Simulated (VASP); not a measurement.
# Ti2C (R-3m) in VASP: further runs

The runs below take Ti2C through single point, with LDA.

All numbers are computed with VASP 6.6.1; they aren't measurements. Logs are shortened: lines on timing, memory, paths and dates and some standing lists are left out, and cuts for length are marked.

## (1) The cell of the first run

The structure is trigonal, space group R-3m (No. 166). Conventional cell: a = 2.889 Å, b = 2.889 Å, c = 13.140 Å, α = 90.00°, β = 90.00°, γ = 120.00°. Ti (site symmetry 3m) has 3 C at 2.01 Å and 12 Ti at 2.71 to 2.89 Å within 2.9 Å. C (site symmetry -3m) has 6 Ti at 2.01 Å within 2.7 Å.

## (2) Single point, LDA

INCAR

```
SYSTEM = Ti2C
ALGO = Normal
EDIFF = 1E-7
ENCUT = 520
GGA = CA
ISIF = 2
ISMEAR = -1
LASPH = .TRUE.
LCHARG = .FALSE.
LREAL = .FALSE.
LWAVE = .FALSE.
NBANDS = 21
NELM = 60
PREC = Accurate
SIGMA = 0.05
```

KPOINTS

```
k-points
0
G
  14 14 14
  0 0 0
```

POSCAR

```
Ti2C
1.0
    1.4446571160      0.8340731748      4.3800683444
   -1.4446571160      0.8340731748      4.3800683444
    0.0000000000     -1.6681463496      4.3800683444
Ti C
2 1
Direct
    0.2520386177      0.2520386177      0.2520386177
    0.7479613823      0.7479613823      0.7479613823
    0.5000000000      0.5000000000      0.5000000000
```

Potentials or basis: VASP PAW LDA potentials, release 64 (Ti_sv, C).

Launch:

```console
$ cat potpaw_LDA.64/Ti_sv/POTCAR potpaw_LDA.64/C/POTCAR > POTCAR
$ mpirun -np 1 vasp_std > vasp.out
```

OUTCAR:

```text
SYSTEM = Ti2C
   EDIFF = 1E-7
   ENCUT = 520
   GGA = CA
   ISIF = 2
   ISMEAR = -1
   LASPH = .TRUE.
   LREAL = .FALSE.
   NELM = 60
   PREC = Accurate

 ion  position               nearest neighbor table
   1  0.252  0.252  0.252-   3 2.01   3 2.01   3 2.01   2 2.71   2 2.71   2 2.71   2 2.80   2 2.80
                             2 2.80
   2  0.748  0.748  0.748-   3 2.01   3 2.01   3 2.01   1 2.71   1 2.71   1 2.71   1 2.80   1 2.80
                             1 2.80
   3  0.500  0.500  0.500-   1 2.01   2 2.01   1 2.01   1 2.01   2 2.01   2 2.01

  LATTYP: Found a trigonal (rhomboedric) cell.
 ALAT       =     4.6869724712
 COS(alpha) =     0.8099907461

  Lattice vectors:

 A1 = (   1.4446571160,   0.8340731748,   4.3800683444)
 A2 = (  -1.4446571160,   0.8340731748,   4.3800683444)
 A3 = (   0.0000000000,  -1.6681463496,   4.3800683444)

Analysis of symmetry for initial positions (statically):
=====================================================================
 Subroutine PRICEL returns:
 Original cell was already a primitive cell.

 Routine SETGRP: Setting up the symmetry group for a
 trigonal (rhombohedral) supercell.

 Subroutine GETGRP returns: Found 12 space group operations
 (whereof 12 operations were pure point group operations)
 out of a pool of 12 trial point group operations.

The static configuration has the point symmetry D_3d.

Analysis of symmetry for dynamics (positions and initial velocities):
=====================================================================
 Subroutine PRICEL returns:
 Original cell was already a primitive cell.

 Routine SETGRP: Setting up the symmetry group for a
 trigonal (rhombohedral) supercell.

 Subroutine GETGRP returns: Found 12 space group operations
 (whereof 12 operations were pure point group operations)
 out of a pool of 12 trial point group operations.

The dynamic configuration has the point symmetry D_3d.

 Subroutine INISYM returns: Found 12 space group operations
 (whereof 12 operations are pure point group operations),
 and found     1 'primitive' translations

----------------------------------------------------------------------------------------

                                     Primitive cell

  volume of cell :      31.6666

  direct lattice vectors                    reciprocal lattice vectors
     1.444657116  0.834073175  4.380068344     0.346102888  0.199822596  0.076102313
    -1.444657116  0.834073175  4.380068344    -0.346102888  0.199822596  0.076102313
     0.000000000 -1.668146350  4.380068344     0.000000000 -0.399645191  0.076102313

  length of vectors
     4.686972471  4.686972471  4.686972471     0.406826549  0.406826549  0.406826549

  position of ions in fractional coordinates (direct lattice)
     0.252038618  0.252038618  0.252038618
     0.747961382  0.747961382  0.747961382
     0.500000000  0.500000000  0.500000000

  ion indices of the primitive-cell ions
   primitive index   ion index
                 1           1
                 2           2
                 3           3

----------------------------------------------------------------------------------------

 KPOINTS: k-points

Automatic generation of k-mesh.
 Grid dimensions read from file:
 generate k-points for:   14   14   14

 Generating k-lattice:

  Cartesian coordinates                     Fractional coordinates (reciprocal lattice)
     0.024721635  0.014273043  0.005435880     0.071428571  0.000000000  0.000000000
    -0.024721635  0.014273043  0.005435880     0.000000000  0.071428571  0.000000000
     0.000000000 -0.028546085  0.005435880     0.000000000  0.000000000  0.071428571

  Length of vectors
     0.029059039  0.029059039  0.029059039

  Shift w.r.t. Gamma in fractional coordinates (k-lattice)
     0.000000000  0.000000000  0.000000000

 Subroutine IBZKPT returns following result:
 ===========================================

 Found    288 irreducible k-points:

 Following reciprocal coordinates:
            Coordinates               Weight
  0.000000  0.000000  0.000000      1.000000
  0.071429 -0.000000  0.000000      6.000000
  0.142857  0.000000  0.000000      6.000000
  0.214286  0.000000  0.000000      6.000000
  0.285714  0.000000 -0.000000      6.000000
  0.357143 -0.000000 -0.000000      6.000000
[... 16 lines left out ...]
  0.214286  0.142857  0.000000     12.000000
  0.285714  0.142857  0.000000     12.000000
 [... further k-points ...]
   k-points           NKPTS =    288   k-points in BZ     NKDIM =    288   number of bands    NBANDS=     21
   number of dos      NEDOS =    301   number of ions     NIONS =      3
   total plane-waves  NPLWV =  46656
   dimension x,y,z NGX =    36 NGY =   36 NGZ =   36
   dimension x,y,z NGXF=    72 NGYF=   72 NGZF=   72
   ions per type =               2   1
   NGX,Y,Z   is equivalent  to a cutoff of  12.77, 12.77, 12.77 a.u.
   NGXF,Y,Z  is equivalent  to a cutoff of  25.54, 25.54, 25.54 a.u.
 SYSTEM =  Ti2C
   PREC   = accura    normal or accurate (medium, high low for compatibility)
   ISTART =      0    job   : 0-new  1-cont  2-samecut
   ICHARG =      2    charge: 1-file 2-atom 10-const
   ISPIN  =      1    spin polarized calculation?
   LNONCOLLINEAR =      F non collinear calculations
   LSORBIT =      F    spin-orbit coupling
   LASPH  =      T    aspherical Exc in radial PAW
   ENCUT  =  520.0 eV  38.22 Ry    6.18 a.u.   8.71  8.71  8.71*2*pi/ulx,y,z
   NELM   =     60;   NELMIN=  2; NELMDL= -5     # of ELM steps
   EDIFF  = 0.1E-06   stopping-criterion for ELM
   LREAL  =      F    real-space projection
   EDIFFG = 0.1E-05   stopping-criterion for IOM
   NSW    =      0    number of steps for IOM
   IBRION =     -1    ionic relax: 0-MD 1-quasi-New 2-CG
   NFREE  =      0    steps in history (QN), initial steepest desc. (CG)
   ISIF   =      2    stress and relaxation
   ISYM   =      2    0-nonsym 1-usesym 2-fastsym
   POTIM  = 0.5000    time-step for ionic-motion
   TEBEG  =    0.0;   TEEND  =   0.0 temperature during run
   PSTRESS=    0.0 pullay stress
   NELECT =      28.0000    total number of electrons
   NUPDOWN=      -1.0000    fix difference up-down
   EMIN   =  10.00;   EMAX   =-10.00  energy-range for DOS
   EFERMI =   0.00;   METHOD = LEGACY
   ISMEAR =    -1;   SIGMA  =   0.05  broadening in eV -4-tet -1-fermi 0-gaus
   EFERMI_NEDOS =   21; number of points for ismear=-14 and -15
   IALGO  =     38    algorithm
   IMIX   =      4    mixing-type and parameters
     AMIX     =   0.40;   BMIX     =  1.00
     AMIX_MAG =   1.60;   BMIX_MAG =  1.00
  volume/ion in A,a.u.               =      10.56        71.23
  Fermi-wavevector in a.u.,A,eV,Ry     =   1.571305  2.969336 33.592775  2.468999
  Thomas-Fermi vector in A             =   2.672909
   LORBIT       =      0    0 simple, 1 ext, 2 COOP (PROOUT), +10 PAW based schemes
   GGA     = CA    functional components
   LHFCALC =     F    Hartree Fock is set to
   AEXX    =    0.0000 exact exchange contribution
   IVDW    =     0    specifies the selected vdW correction
   LEPSILON=     F    determine dielectric tensor
   LRPA    =     F    only Hartree local field effects (RPA)
 non-spin polarized calculation
  energy-cutoff  :      520.00
  volume of cell :       31.67
 maximum number of plane-waves:       881
   NGX = 17   NGY = 17   NGZ = 17

 number of electron      27.9999999 magnetization

 Free energy of the ion-electron system (eV)
  ---------------------------------------------------
  ext. energy  EPLUGINS =         0.00000000
  ---------------------------------------------------
  free energy    TOTEN  =       -28.76027466 eV

  energy without entropy =      -28.75079519  energy(sigma->0) =      -28.75553493

 E-fermi :  10.7198     XC(G=0): -13.2861

 val. band max:       10.6976270077   @ k =   0.2857   0.1429   0.1429
 cond. band min:      10.7230718392   @ k =   0.5000   0.5000   0.5000
 fundamental gap:      0.0254448315
 Fermi energy:        10.7198460469

 k-point     1 :       0.0000    0.0000    0.0000
  band No.  band energies     occupation
      1     -44.8613      2.00000
      2     -44.5948      2.00000
      3     -22.1411      2.00000
      4     -21.1628      2.00000
      5     -21.1628      2.00000
      6     -20.9960      2.00000
[... 13 lines left out ...]
     20      14.6887      0.00000
     21      15.4725      0.00000

 k-point     2 :       0.0714   -0.0000    0.0000
  band No.  band energies     occupation
      1     -44.8529      2.00000
      2     -44.5930      2.00000
      3     -22.1212      2.00000
      4     -21.1950      2.00000
      5     -21.1684      2.00000
      6     -21.0339      2.00000
[... 13 lines left out ...]
     20      14.7197      0.00000
     21      15.6490      0.00000

 k-point     3 :       0.1429    0.0000    0.0000
  band No.  band energies     occupation
      1     -44.8289      2.00000
      2     -44.5884      2.00000
      3     -22.0630      2.00000
      4     -21.2835      2.00000
      5     -21.1837      2.00000
      6     -21.1393      2.00000
[... 13 lines left out ...]
     20      14.8096      0.00000
     21      16.0602      0.00000
[... 457 lines left out ...]
 k-point    23 :       0.2143    0.1429    0.0000
  band No.  band energies     occupation
      1     -44.8019      2.00000
      2     -44.5896      2.00000
      3     -21.9998      2.00000
      4     -21.3257      2.00000
      5     -21.2946      2.00000
      6     -21.2221      2.00000
[... 13 lines left out ...]
     20      15.1107      0.00000
     21      16.2237      0.00000

 k-point    24 :       0.2857    0.1429    0.0000
  band No.  band energies     occupation
      1     -44.7673      2.00000
      2     -44.5867      2.00000
      3     -21.9228      2.00000
      4     -21.4394      2.00000
      5     -21.4038      2.00000
      6     -21.2367      2.00000
[... 13 lines left out ...]
     20      15.4856      0.00000
     21      16.6237      0.00000

 [... further k-points ...]

------------------------ aborting loop because EDIFF is reached ----------------------------------------

  FORCE on cell =-STRESS in cart. coord.  units (eV):
  Direction    XX          YY          ZZ          XY          YZ          ZX
  --------------------------------------------------------------------------------------
  -------------------------------------------------------------------------------------
  Total        7.3809892      7.3809892      7.3478961      0.0000000     -0.0000000     -0.0000000
  in kB      373.4427893    373.4427893    371.7684390      0.0000000     -0.0000000     -0.0000000
  external PRESSURE =     372.8846725 kB  Pullay stress =       0.0000000 kB

 VOLUME and BASIS-vectors are now :
 -----------------------------------------------------------------------------
  energy-cutoff  :      520.00
  volume of cell :       31.67
      direct lattice vectors                 reciprocal lattice vectors
     1.444657116  0.834073175  4.380068344     0.346102888  0.199822596  0.076102313
    -1.444657116  0.834073175  4.380068344    -0.346102888  0.199822596  0.076102313
     0.000000000 -1.668146350  4.380068344     0.000000000 -0.399645191  0.076102313

 POSITION                                       TOTAL-FORCE (eV/Angst)
 -----------------------------------------------------------------------------------
      0.00000      0.00000      3.31184        -0.000000     -0.000000      0.068961
      0.00000      0.00000      9.82837        -0.000000      0.000000     -0.068961
      0.00000      0.00000      6.57010         0.000000      0.000000      0.000000
 -----------------------------------------------------------------------------------
    total drift:                                0.000000     -0.000000      0.000000

  FREE ENERGIE OF THE ION-ELECTRON SYSTEM (eV)
  ---------------------------------------------------
  free  energy   TOTEN  =       -28.7602746649 eV

  energy  without entropy=      -28.7507951907  energy(sigma->0) =      -28.75553493
```

Wall time 13 min (1 thread of AMD EPYC 7R13, shared host); peak memory 0.27 GiB.

Results:

```
Free energy            : -28.7603 eV
Pressure               : 37.3 GPa
Largest force          : 0.069 eV/Å
Band gap on the k mesh : zero (bands 14 and 15 overlap by 0.96 eV)
```

Forces in eV/Å, atoms in the order of the input:
```
Ti   0.000  0.000  0.069
Ti   0.000  0.000 -0.069
C    0.000  0.000  0.000
```

Stress tensor (GPa, compression positive):
```
37.34  0.00  0.00
 0.00 37.34  0.00
 0.00  0.00 37.18
```

Caveat: the cell stands under pressure.

(Part 1 of 2 ends here.)
